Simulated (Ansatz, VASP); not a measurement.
**One calculation of HfO2, two programs**

File POSCAR:

```
HfO2
1.0
    0.0000000000      2.5797659657      2.5797659657
    2.5797659657      0.0000000000      2.5797659657
    2.5797659657      2.5797659657      0.0000000000
Hf O
1 2
Direct
    0.0000000000      0.0000000000      0.0000000000
    0.2500000000      0.2500000000      0.2500000000
    0.7500000000      0.7500000000      0.7500000000
```

The input INCAR.step1:

```
  ALGO = Normal
  EDIFF = 1E-5
  ENCUT = 520
  GGA = PE
  ISIF = 2
  ISMEAR = 0
  LASPH = T
  LCHARG = F
  LREAL = F
  LWAVE = T
  NBANDS = 18
  NELM = 100
  PREC = Accurate
  SIGMA = 0.01
```

INCAR.step2

```
  ALGO = Normal
  EDIFF = 1E-7
  ENCUT = 520
  GGA = PE
  HFSCREEN = 0.2079
  ISIF = 2
  ISMEAR = 0
  ISTART = 1
  LASPH = T
  LCHARG = F
  LHFCALC = T
  LREAL = F
  LWAVE = F
  NBANDS = 18
  NELM = 100
  PREC = Accurate
  PRECFOCK = Normal
  SIGMA = 0.01
```

Contents of KPOINTS:

```
k-points
0
Gamma
  6 6 6
```

Input for Ansatz:

```yaml
crystal:
  lattice:
    - [0.0, 2.5797659657, 2.5797659657]
    - [2.5797659657, 0.0, 2.5797659657]
    - [2.5797659657, 2.5797659657, 0.0]
  atoms:
    - { symbol: Hf, position: [0.0, 0.0, 0.0] }
    - { symbol: O, position: [0.25, 0.25, 0.25] }
    - { symbol: O, position: [0.75, 0.75, 0.75] }
kpoints:
  mp_grid: { grid: [6, 6, 6] }
  band_path:
    path:
      - [0.0, 0.0, 0.0]
      - [0.5, 0.0, 0.5]
      - [0.625, 0.25, 0.625]
      - [0.375, 0.375, 0.75]
      - [0.5, 0.5, 0.5]
      - [0.5, 0.25, 0.75]
      - [0.0, 0.5, 0.5]
    npoints: 1
hamiltonian:
  xc: hse06
scf:
  occupations: { method: fixed }
  n_extra_bands: 4
output:
  forces: true
  stress: true
  eigenvalues: true
```

Change from the starting cell: hydrostatic strain +2.0%.

Alike in both runs: task single point; functional HSE06; k mesh 6 × 6 × 6; no spin polarisation.

|  | VASP | Ansatz |
| --- | --- | --- |
| version | VASP 6.6.1 | Ansatz 0.2.0 |
| potentials or method | VASP PAW PBE potentials, release 64 (Hf_pv, O) | plane waves, PAW |
| plane-wave cutoff (eV) | 520 | 420 |
| occupations | gaussian, width 0.01 eV | fixed |
| valence electrons in the cell | 22 | 38 |

```csv
,VASP,Ansatz,Ansatz less VASP
gap on the k mesh at the Fermi level (eV),5.18,5.23,+0.058
pressure (GPa),-18.7,-14.5,+4.21
```

VASP's potentials hold 22 valence electrons a cell and Ansatz's 38, so a difference there can come from the potentials and not from the codes. Ansatz's warnings: stress exchange threshold loose, stress scf threshold loose.

Spin-orbit coupling is off throughout.
